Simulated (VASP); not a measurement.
# Ti3C in VASP: further runs

Ti3C is run at these levels: PBE; tasks: relaxation of the atoms.

Program: VASP 6.6.1. These are calculated values, not measurements. Logs are shortened: lines on timing, memory, paths and dates and some standing lists are left out, and cuts for length are marked.

## 1. The cell of the first run

The cell holds a slab with vacuum, 4 atoms: a = 2.908 Å, b = 2.908 Å, c = 19.306 Å, α = 90.00°, β = 90.00°, γ = 90.00°.

## 2. Relaxation of the atoms, PBE

INCAR

```
  PREC = Accurate
  ENCUT = 520
  EDIFF = 1E-6
  ISMEAR = 0
  SIGMA = 0.1
  LREAL = F
  LASPH = T
  NELM = 80
  ALGO = Normal
  ISIF = 2
  LWAVE = F
  LCHARG = F
  LDIPOL = T
  IDIPOL = 3
  DIPOL = 0.5 0.5 0.353
  GGA = PE
  IBRION = 2
  NSW = 36
  EDIFFG = -0.025
```

KPOINTS

```
Automatic mesh
0
Gamma
  9 9 1
```

POSCAR

```
Ti3C
1.0
    2.9075446952      0.0000000000      0.0000000000
    0.0000000000      2.9075446952      0.0000000000
    0.0000000000      0.0000000000     19.3059824261
Ti C
3 1
Selective dynamics
Direct
    0.5000000000      0.5000000000      0.2071896634  F F F
    0.0000000000      0.0000000000      0.3057583540  F F F
    0.5000000000      0.5000000000      0.4043297178  F F F
    0.5000000000      0.8333333333      0.4943342296  F F T
```

Potentials or basis: VASP PAW PBE potentials, release 64 (Ti_sv, C).

Command:

```
> cat potpaw_PBE.64/Ti_sv/POTCAR potpaw_PBE.64/C/POTCAR > POTCAR
> mpirun -np 1 vasp_std > vasp.out
```

OUTCAR:

```text
PREC = Accurate
   ENCUT = 520
   EDIFF = 1E-6
   ISMEAR = 0
   LREAL = F
   LASPH = T
   NELM = 80
   ISIF = 2
   GGA = PE
   IBRION = 2
   NSW = 36
   EDIFFG = -0.025

 ion  position               nearest neighbor table
   1  0.500  0.500  0.207-   2 2.80   2 2.80   2 2.80   2 2.80
   2  0.000  0.000  0.306-   1 2.80   1 2.80   1 2.80   1 2.80   3 2.80   3 2.80   3 2.80   3 2.80

   3  0.500  0.500  0.404-   4 1.99   2 2.80   2 2.80   2 2.80   2 2.80
   4  0.500  0.833  0.494-   3 1.99

  LATTYP: Found a simple tetragonal cell.
 ALAT       =     2.9075446952
 C/A-ratio  =     6.6399606713

  Lattice vectors:

 A1 = (   2.9075446952,   0.0000000000,   0.0000000000)
 A2 = (   0.0000000000,   2.9075446952,   0.0000000000)
 A3 = (   0.0000000000,   0.0000000000,  19.3059824261)

Analysis of symmetry for initial positions (statically):
=====================================================================
 Subroutine PRICEL returns:
 Original cell was already a primitive cell.

 Routine SETGRP: Setting up the symmetry group for a
 simple tetragonal supercell.

 Subroutine GETGRP returns: Found  2 space group operations
 (whereof  2 operations were pure point group operations)
 out of a pool of 16 trial point group operations.

The static configuration has the point symmetry C_1h.

Analysis of symmetry for dynamics (positions and initial velocities):
=====================================================================
 Subroutine PRICEL returns:
 Original cell was already a primitive cell.

 Routine SETGRP: Setting up the symmetry group for a
 simple tetragonal supercell.

 Subroutine GETGRP returns: Found  2 space group operations
 (whereof  2 operations were pure point group operations)
 out of a pool of 16 trial point group operations.

The dynamic configuration has the point symmetry C_1h.

Analysis of constrained symmetry for selective dynamics:
=====================================================================
 Subroutine PRICEL returns:
 Original cell was already a primitive cell.

 Routine SETGRP: Setting up the symmetry group for a
 simple tetragonal supercell.

 Subroutine GETGRP returns: Found  2 space group operations
 (whereof  2 operations were pure point group operations)
 out of a pool of 16 trial point group operations.

The constrained configuration has the point symmetry C_1h.

 Subroutine INISYM returns: Found  2 space group operations
 (whereof  2 operations are pure point group operations),
 and found     1 'primitive' translations

----------------------------------------------------------------------------------------

                                     Primitive cell

  volume of cell :     163.2092

  direct lattice vectors                    reciprocal lattice vectors
     2.907544695  0.000000000  0.000000000     0.343932804  0.000000000  0.000000000
     0.000000000  2.907544695  0.000000000     0.000000000  0.343932804  0.000000000
     0.000000000  0.000000000 19.305982426     0.000000000  0.000000000  0.051797416

  length of vectors
     2.907544695  2.907544695 19.305982426     0.343932804  0.343932804  0.051797416

  position of ions in fractional coordinates (direct lattice)
     0.500000000  0.500000000  0.207189663
     0.000000000  0.000000000  0.305758354
     0.500000000  0.500000000  0.404329718
     0.500000000  0.833333333  0.494334230

  ion indices of the primitive-cell ions
   primitive index   ion index
                 1           1
                 2           2
                 3           3
                 4           4

----------------------------------------------------------------------------------------

 KPOINTS: Automatic mesh

Automatic generation of k-mesh.
 Grid dimensions read from file:
 generate k-points for:    9    9    1

 Generating k-lattice:

  Cartesian coordinates                     Fractional coordinates (reciprocal lattice)
     0.038214756  0.000000000  0.000000000     0.111111111  0.000000000  0.000000000
     0.000000000  0.038214756  0.000000000     0.000000000  0.111111111  0.000000000
     0.000000000  0.000000000  0.051797416     0.000000000  0.000000000  1.000000000

  Length of vectors
     0.038214756  0.038214756  0.051797416

  Shift w.r.t. Gamma in fractional coordinates (k-lattice)
     0.000000000  0.000000000  0.000000000

 Subroutine IBZKPT returns following result:
 ===========================================

 Found     25 irreducible k-points:

 Following reciprocal coordinates:
            Coordinates               Weight
  0.000000  0.000000  0.000000      1.000000
  0.111111  0.000000  0.000000      2.000000
  0.000000  0.111111  0.000000      2.000000
  0.222222  0.000000  0.000000      2.000000
  0.000000  0.222222  0.000000      2.000000
  0.333333  0.000000  0.000000      2.000000
[... 16 lines left out ...]
  0.444444  0.333333  0.000000      4.000000
 -0.333333  0.444444  0.000000      4.000000
   k-points           NKPTS =     25   k-points in BZ     NKDIM =     25   number of bands    NBANDS=     24
   number of dos      NEDOS =    301   number of ions     NIONS =      4
   total plane-waves  NPLWV =  82944
   dimension x,y,z NGX =    24 NGY =   24 NGZ =  144
   dimension x,y,z NGXF=    48 NGYF=   48 NGZF=  288
   ions per type =               3   1
   NGX,Y,Z   is equivalent  to a cutoff of  13.72, 13.72, 12.40 a.u.
   NGXF,Y,Z  is equivalent  to a cutoff of  27.45, 27.45, 24.80 a.u.
 SYSTEM =  unknown system
   PREC   = accura    normal or accurate (medium, high low for compatibility)
   ISTART =      0    job   : 0-new  1-cont  2-samecut
   ICHARG =      2    charge: 1-file 2-atom 10-const
   ISPIN  =      1    spin polarized calculation?
   LNONCOLLINEAR =      F non collinear calculations
   LSORBIT =      F    spin-orbit coupling
   LASPH  =      T    aspherical Exc in radial PAW
   ENCUT  =  520.0 eV  38.22 Ry    6.18 a.u.   5.41  5.41 35.90*2*pi/ulx,y,z
   NELM   =     80;   NELMIN=  2; NELMDL= -5     # of ELM steps
   EDIFF  = 0.1E-05   stopping-criterion for ELM
   LREAL  =      F    real-space projection
   EDIFFG = -.3E-01   stopping-criterion for IOM
   NSW    =     36    number of steps for IOM
   IBRION =      2    ionic relax: 0-MD 1-quasi-New 2-CG
   NFREE  =      1    steps in history (QN), initial steepest desc. (CG)
   ISIF   =      2    stress and relaxation
   ISYM   =      2    0-nonsym 1-usesym 2-fastsym
   POTIM  = 0.5000    time-step for ionic-motion
   TEBEG  =    0.0;   TEEND  =   0.0 temperature during run
   PSTRESS=    0.0 pullay stress
   NELECT =      40.0000    total number of electrons
   NUPDOWN=      -1.0000    fix difference up-down
   EMIN   =  10.00;   EMAX   =-10.00  energy-range for DOS
   EFERMI =   0.00;   METHOD = LEGACY
   ISMEAR =     0;   SIGMA  =   0.10  broadening in eV -4-tet -1-fermi 0-gaus
   EFERMI_NEDOS =   21; number of points for ismear=-14 and -15
   IALGO  =     38    algorithm
   IMIX   =      4    mixing-type and parameters
     AMIX     =   0.40;   BMIX     =  1.00
     AMIX_MAG =   1.60;   BMIX_MAG =  1.00
  volume/ion in A,a.u.               =      40.80       275.35
  Fermi-wavevector in a.u.,A,eV,Ry     =   1.024503  1.936030 14.280764  1.049607
  Thomas-Fermi vector in A             =   2.158294
   LORBIT       =      0    0 simple, 1 ext, 2 COOP (PROOUT), +10 PAW based schemes
   GGA     = PE    functional components
   LHFCALC =     F    Hartree Fock is set to
   AEXX    =    0.0000 exact exchange contribution
   IVDW    =     0    specifies the selected vdW correction
   LEPSILON=     F    determine dielectric tensor
   LRPA    =     F    only Hartree local field effects (RPA)
 conjugate gradient relaxation of ions
 non-spin polarized calculation
 Gauss-broadening in eV      SIGMA  =   0.10
  energy-cutoff  :      520.00
  volume of cell :      163.21
 maximum number of plane-waves:      4439
 NGX is ok and might be reduce to    24
   NGX = 11   NGY = 11   NGZ = 71

--------------------------------------- Ionic step        1  -------------------------------------------

 number of electron      40.0000013 magnetization

 Free energy of the ion-electron system (eV)
  ---------------------------------------------------
  ext. energy  EPLUGINS =         0.00000000
  ---------------------------------------------------
  free energy    TOTEN  =       -27.00734385 eV

  energy without entropy =      -26.96365528  energy(sigma->0) =      -26.98549956

------------------------ aborting loop because EDIFF is reached ----------------------------------------

  FORCE on cell =-STRESS in cart. coord.  units (eV):
  Direction    XX          YY          ZZ          XY          YZ          ZX
  --------------------------------------------------------------------------------------
  -------------------------------------------------------------------------------------
  Total       -0.8225138     -2.0380675     -1.3582557      0.0000000      0.6098715      0.0000000
  in kB       -8.0743779    -20.0071141    -13.3335999      0.0000000      5.9869306      0.0000000
  external PRESSURE =     -13.8050307 kB  Pullay stress =       0.0000000 kB
[... 137 lines left out ...]
  energy  without entropy=      -27.1665211404  energy(sigma->0) =      -27.18562938

--------------------------------------- Ionic step        5  -------------------------------------------

 number of electron      40.0000013 magnetization

 dipolmoment           0.000000      0.000000      0.136744 electrons x Angstroem

 Free energy of the ion-electron system (eV)
  ---------------------------------------------------
  ext. energy  EPLUGINS =         0.00000000
  ---------------------------------------------------
  free energy    TOTEN  =       -27.20478338 eV

  energy without entropy =      -27.16668572  energy(sigma->0) =      -27.18573455

 E-fermi :  -0.5201     XC(G=0):  -5.1665

 val. band max:       -0.5208072399   @ k =   0.0000   0.0000   0.0000
 cond. band min:      -0.5167614759   @ k =   0.3333   0.0000   0.0000
 fundamental gap:      0.0040457640
 Fermi energy:        -0.5200512357

 k-point     1 :       0.0000    0.0000    0.0000
  band No.  band energies     occupation
      1     -57.3456      2.00000
      2     -56.9642      2.00000
      3     -56.5253      2.00000
      4     -33.7539      2.00000
      5     -33.4006      2.00000
      6     -33.3683      2.00000
[... 637 lines left out ...]
     23       0.5453      0.00000
     24       1.1649      0.00000

 [... further k-points ...]

------------------------ aborting loop because EDIFF is reached ----------------------------------------

 vacuum level on the upper side and lower side of the slab       (xc-potential included)         1.403        -1.636

  FORCE on cell =-STRESS in cart. coord.  units (eV):
  Direction    XX          YY          ZZ          XY          YZ          ZX
  --------------------------------------------------------------------------------------
  -------------------------------------------------------------------------------------
  Total       -0.2049345      0.2315228      1.6135772      0.0000000      2.1799832      0.0000000
  in kB       -2.0117819      2.2727913     15.8400163      0.0000000     21.4002585      0.0000000
  external PRESSURE =       5.3670085 kB  Pullay stress =       0.0000000 kB

 VOLUME and BASIS-vectors are now :
 -----------------------------------------------------------------------------
  energy-cutoff  :      520.00
  volume of cell :      163.21
      direct lattice vectors                 reciprocal lattice vectors
     2.907544695  0.000000000  0.000000000     0.343932804  0.000000000  0.000000000
     0.000000000  2.907544695  0.000000000     0.000000000  0.343932804  0.000000000
     0.000000000  0.000000000 19.305982426     0.000000000  0.000000000  0.051797416
[... 10 lines left out ...]
  FREE ENERGIE OF THE ION-ELECTRON SYSTEM (eV)
  ---------------------------------------------------
  free  energy   TOTEN  =       -27.2047833827 eV

  energy  without entropy=      -27.1666857235  energy(sigma->0) =      -27.18573455

 reached required accuracy - stopping structural energy minimisation

 vacuum level on the upper side and lower side of the slab         6.191         3.075
```

Wall time 12 min (1 thread of Intel Xeon Platinum 8259CL at 2.50GHz (Skylake/Cascade Lake), shared host); peak memory 0.32 GiB.

What came out:

```
Free energy               : -27.2048 eV
Energy gained by relaxing : 49.4 meV/atom
Ionic steps               : 5
Band gap on the k mesh    : zero (bands 20 and 21 overlap by 0.34 eV)
```

The path:
```
step  energy change (eV)  largest force on free atoms (eV/Å)  pressure (GPa)
   1              0.0000                              1.6634           -1.38
   2             -0.1167                              1.2087           -0.75
   3             -0.1968                              0.1268            0.64
   4             -0.1974                              0.0338            0.49
   5             -0.1974                              0.0145            0.54
```

Final structure:
```
CELL_PARAMETERS angstrom
2.90754 0.00000 0.00000
0.00000 2.90754 0.00000
0.00000 0.00000 19.30598
ATOMIC_POSITIONS crystal
Ti 0.50000 0.50000 0.20719
Ti 0.00000 0.00000 0.30576
Ti 0.50000 0.50000 0.40433
C 0.50000 0.83333 0.48380
```

Levels at points of the mesh, in eV from the Fermi level:
| k point | band 17 | band 18 | band 19 | band 20 | band 21 | band 22 | band 23 | band 24 |
| --- | --- | --- | --- | --- | --- | --- | --- | --- |
| (0.00, 0.00, 0.00) | -1.67 | -0.90 | -0.24 | 0.00 | 0.61 | 0.79 | 1.28 | 1.42 |

## 3. Relaxation of the atoms, PBE

INCAR

```
SYSTEM = Ti3C
PREC = Accurate
ENCUT = 520
EDIFF = 1E-6
ISMEAR = 0
SIGMA = 0.1
LREAL = .False.
LASPH = .True.
NELM = 100
ALGO = Normal
ISIF = 2
LWAVE = .False.
LCHARG = .False.
LDIPOL = .True.
IDIPOL = 3
DIPOL = 0.5 0.5 0.347
GGA = PE
IBRION = 2
NSW = 36
EDIFFG = -0.025
```

KPOINTS

```
Automatic mesh
0
Gamma
  9 9 1
  0 0 0
```

Changes to POSCAR since step 2:

```diff
@@ -12,2 +12,2 @@
     0.5000000000      0.5000000000      0.4043297178  F F F
-    0.5000000000      0.8333333333      0.4943342296  F F T
+    0.6666666667      1.0000000000      0.4716663584  F F T
```

Potentials or basis: VASP PAW PBE potentials, release 64 (Ti_sv, C).

Command:

```
> cat potpaw_PBE.64/Ti_sv/POTCAR potpaw_PBE.64/C/POTCAR > POTCAR
> mpirun -np 1 vasp_std > vasp.out
```

Run time: 7.6 min. Hardware: 1 thread of Intel Xeon Platinum 8488C (Sapphire Rapids), shared host; peak memory 0.32 GiB.

The run converged. Its results:

```yaml
Free_energy: -28.5677 eV
Energy_gained_by_relaxing: 67.1 meV/atom
Ionic_steps: 5
Band_gap_on_the_k_mesh: zero (bands 20 and 21 overlap by 0.50 eV)
```

The path:
```csv
step,energy change (eV),largest force on free atoms (eV/Å),pressure (GPa)
1,0.0000,2.0249,-0.03
2,-0.1648,1.3389,1.00
3,-0.2630,0.3791,3.30
4,-0.2682,0.0953,2.75
5,-0.2686,0.0056,2.86
```

Final structure:
```
CELL_PARAMETERS angstrom
2.90754 0.00000 0.00000
0.00000 2.90754 0.00000
0.00000 0.00000 19.30598
ATOMIC_POSITIONS crystal
Ti 0.50000 0.50000 0.20719
Ti 0.00000 0.00000 0.30576
Ti 0.50000 0.50000 0.40433
C 0.66667 0.00000 0.45929
```

Levels at points of the mesh, in eV from the Fermi level:
```
           k point  band 18  band 19  band 20  band 21  band 22  band 23
(0.00, 0.00, 0.00)    -1.15    -1.13     0.00     0.41     1.09     1.29
```
